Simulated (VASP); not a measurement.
# Cu (Cmcm) in VASP: single point with r2SCAN

Aim: the single point of Cu with r2SCAN.

Everything below comes from runs of VASP 6.6.1. Logs are shortened: lines on timing, memory, paths and dates and some standing lists are left out, and cuts for length are marked.

## Step 1: The cell of the first run

The structure is orthorhombic, space group Cmcm (No. 63). The conventional cell has a = 2.534 Å, b = 4.258 Å, c = 4.113 Å, α = 90.00°, β = 90.00°, γ = 90.00°. Cu (site symmetry m2m) has 12 Cu at 2.48 to 2.53 Å within 3.3 Å.

## Step 2: Single point, r2SCAN (strain -0.0300 x Voigt [0, 1, 0, 0, 0, 0])

The input, POSCAR:

```
Cu
1.0
    2.5340966698      0.0000000000      0.0000000000
   -1.2670483349      2.1287543289      0.0000000000
    0.0000000000      0.0000000000      4.1125710000
Cu
2
Direct
    0.3333333333      0.6666666667      0.2500000000
    0.6666666667      0.3333333333      0.7500000000
```

The input, INCAR.step1:

```
ALGO = Normal
EDIFF = 1E-4
ENCUT = 520
GGA = PE
ISMEAR = 0
LASPH = T
LCHARG = F
LREAL = F
LWAVE = T
NBANDS = 18
NELM = 60
PREC = Accurate
SIGMA = 0.15
```

The input, INCAR.step2:

```
ALGO = Normal
EDIFF = 1E-6
ENCUT = 520
ISIF = 2
ISMEAR = 0
ISTART = 1
LASPH = T
LCHARG = F
LMIXTAU = T
LREAL = F
LWAVE = F
METAGGA = R2SCAN
NBANDS = 18
NELM = 60
PREC = Accurate
SIGMA = 0.15
```

The input, KPOINTS:

```
k-points
0
Gamma
  24 24 12
```

Potentials or basis: VASP PAW PBE potentials, release 64 (Cu).

Launch:

```sh
$ cat potpaw_PBE.64/Cu/POTCAR > POTCAR
$ cp INCAR.step1 INCAR
$ mpirun -np 1 vasp_std > vasp.out
$ cp INCAR.step2 INCAR
$ mpirun -np 1 vasp_std > vasp.out
```

OUTCAR:

```text
EDIFF = 1E-6
   ENCUT = 520
   ISIF = 2
   ISMEAR = 0
   ISTART = 1
   LASPH = T
   LREAL = F
   METAGGA = R2SCAN
   NELM = 60
   PREC = Accurate

 ion  position               nearest neighbor table
   1  0.333  0.667  0.250-   2 2.50   2 2.50   2 2.52   2 2.52   2 2.52   2 2.52
   2  0.667  0.333  0.750-   1 2.50   1 2.50   1 2.52   1 2.52   1 2.52   1 2.52

  Warning from LATTYP: Monoclinic adjustment (A1->A3, A2->A1, A3->A2)!
  LATTYP: Found a base centered orthorhombic cell.
 ALAT       =     2.5340966698
 B/A-ratio  =     1.6800892833
 C/A-ratio  =     1.6228942838

  Lattice vectors:

 A1 = (   1.2670483349,  -2.1287543289,   0.0000000000)
 A2 = (   1.2670483349,   2.1287543289,   0.0000000000)
 A3 = (   0.0000000000,   0.0000000000,   4.1125710000)

Analysis of symmetry for initial positions (statically):
=====================================================================
 Subroutine PRICEL returns:
 Original cell was already a primitive cell.

 Routine SETGRP: Setting up the symmetry group for a
 base centered orthorhombic supercell.

 Subroutine GETGRP returns: Found  8 space group operations
 (whereof  4 operations were pure point group operations)
 out of a pool of  8 trial point group operations.

The static configuration has the point symmetry C_2h.
 The point group associated with its full space group is D_2h.

Analysis of symmetry for dynamics (positions and initial velocities):
=====================================================================
 Subroutine PRICEL returns:
 Original cell was already a primitive cell.

 Routine SETGRP: Setting up the symmetry group for a
 base centered orthorhombic supercell.

 Subroutine GETGRP returns: Found  8 space group operations
 (whereof  4 operations were pure point group operations)
 out of a pool of  8 trial point group operations.

The dynamic configuration has the point symmetry C_2h.
 The point group associated with its full space group is D_2h.

 Subroutine INISYM returns: Found  8 space group operations
 (whereof  4 operations are pure point group operations),
 and found     1 'primitive' translations

----------------------------------------------------------------------------------------

                                     Primitive cell

  volume of cell :      22.1851

  direct lattice vectors                    reciprocal lattice vectors
     2.534096670  0.000000000  0.000000000     0.394617937  0.234879147  0.000000000
[... 84 lines left out ...]
   ENCUT  =  520.0 eV  38.22 Ry    6.18 a.u.   4.71  4.61  7.65*2*pi/ulx,y,z
   NELM   =     60;   NELMIN=  2; NELMDL=  0     # of ELM steps
   EDIFF  = 0.1E-05   stopping-criterion for ELM
   LREAL  =      F    real-space projection
   EDIFFG = 0.1E-04   stopping-criterion for IOM
   NSW    =      0    number of steps for IOM
   IBRION =     -1    ionic relax: 0-MD 1-quasi-New 2-CG
   NFREE  =      0    steps in history (QN), initial steepest desc. (CG)
   ISIF   =      2    stress and relaxation
   ISYM   =      2    0-nonsym 1-usesym 2-fastsym
   POTIM  = 0.5000    time-step for ionic-motion
   TEBEG  =    0.0;   TEEND  =   0.0 temperature during run
   PSTRESS=    0.0 pullay stress
   NELECT =      22.0000    total number of electrons
   NUPDOWN=      -1.0000    fix difference up-down
   EMIN   =  10.00;   EMAX   =-10.00  energy-range for DOS
   EFERMI =   0.00;   METHOD = LEGACY
   ISMEAR =     0;   SIGMA  =   0.15  broadening in eV -4-tet -1-fermi 0-gaus
   EFERMI_NEDOS =   21; number of points for ismear=-14 and -15
   IALGO  =     38    algorithm
   IMIX   =      4    mixing-type and parameters
     AMIX     =   0.40;   BMIX     =  1.00
     AMIX_MAG =   1.60;   BMIX_MAG =  1.00
  volume/ion in A,a.u.               =      11.09        74.86
  Fermi-wavevector in a.u.,A,eV,Ry     =   1.632532  3.085038 36.261709  2.665160
  Thomas-Fermi vector in A             =   2.724487
   LORBIT       =      0    0 simple, 1 ext, 2 COOP (PROOUT), +10 PAW based schemes
   METAGGA = R2SCAN    functional components
   LHFCALC =     F    Hartree Fock is set to
   AEXX    =    0.0000 exact exchange contribution
   IVDW    =     0    specifies the selected vdW correction
   LEPSILON=     F    determine dielectric tensor
   LRPA    =     F    only Hartree local field effects (RPA)
 non-spin polarized calculation
 Gauss-broadening in eV      SIGMA  =   0.15
  energy-cutoff  :      520.00
  volume of cell :       22.19
 maximum number of plane-waves:       614
   NGX =  9   NGY =  9   NGZ = 15

 number of electron      21.9999976 magnetization

 Free energy of the ion-electron system (eV)
  ---------------------------------------------------
  ext. energy  EPLUGINS =         0.00000000
  ---------------------------------------------------
  free energy    TOTEN  =       -21.61730859 eV

  energy without entropy =      -21.61085066  energy(sigma->0) =      -21.61407962

 E-fermi :   8.1829     XC(G=0): -14.1706

 val. band max:        8.1781567014   @ k =   0.5000   0.0417   0.4167
 cond. band min:       8.1855333444   @ k =   0.1667   0.3333   0.2500
 fundamental gap:      0.0073766431
 Fermi energy:         8.1829438021

 k-point     1 :       0.0000    0.0000    0.0000
  band No.  band energies     occupation
      1      -1.9799      2.00000
      2       2.5619      2.00000
      3       4.7831      2.00000
      4       4.8122      2.00000
      5       5.0252      2.00000
      6       5.0300      2.00000
[... 481 lines left out ...]
      5       4.8203      2.00000
      6       4.9807      2.00000
[... 10 lines left out ...]
     17      22.7642      0.00000
     18      29.9438      0.00000

 [... further k-points ...]

------------------------ aborting loop because EDIFF is reached ----------------------------------------

  FORCE on cell =-STRESS in cart. coord.  units (eV):
  Direction    XX          YY          ZZ          XY          YZ          ZX
  --------------------------------------------------------------------------------------
  -------------------------------------------------------------------------------------
  Total        0.6358701      1.2565712      0.7853876      0.0000000      0.0000000      0.0000000
  in kB       45.9215869     90.7476818     56.7195113      0.0000000      0.0000000      0.0000000
  external PRESSURE =      64.4629266 kB  Pullay stress =       0.0000000 kB

 VOLUME and BASIS-vectors are now :
 -----------------------------------------------------------------------------
  energy-cutoff  :      520.00
  volume of cell :       22.19
      direct lattice vectors                 reciprocal lattice vectors
     2.534096670  0.000000000  0.000000000     0.394617937  0.234879147  0.000000000
    -1.267048335  2.128754329  0.000000000     0.000000000  0.469758293  0.000000000
     0.000000000  0.000000000  4.112571000     0.000000000  0.000000000  0.243156896

 POSITION                                       TOTAL-FORCE (eV/Angst)
 -----------------------------------------------------------------------------------
     -0.00000      1.41917      1.02814         0.000000     -0.058090      0.000000
      1.26705      0.70958      3.08443         0.000000      0.058090      0.000000
 -----------------------------------------------------------------------------------
    total drift:                                0.000000     -0.000000      0.000000

  FREE ENERGIE OF THE ION-ELECTRON SYSTEM (eV)
  ---------------------------------------------------
  free  energy   TOTEN  =       -21.6173085852 eV

  energy  without entropy=      -21.6108506597  energy(sigma->0) =      -21.61407962
```

Wall time 17 min (1 thread of Intel Xeon 8259CL, shared host); peak memory 0.44 GiB.

What came out:

| Item | Value |
| --- | --- |
| Free energy | -21.6173 eV |
| Pressure | 6.4 GPa |
| Largest force | 0.058 eV/Å |
| Band gap on the k mesh | zero (bands 11 and 12 overlap by 6.54 eV) |

Forces on the atoms (eV/Å):
```
Cu   0.000 -0.058  0.000
Cu   0.000  0.058  0.000
```

Caveat: the cell differs from its parent crystal (strain -0.0300 x Voigt [0, 1, 0, 0, 0, 0]); the cell stands under pressure; the PAW data sets were made with another functional, which shifts forces and pressure a little.
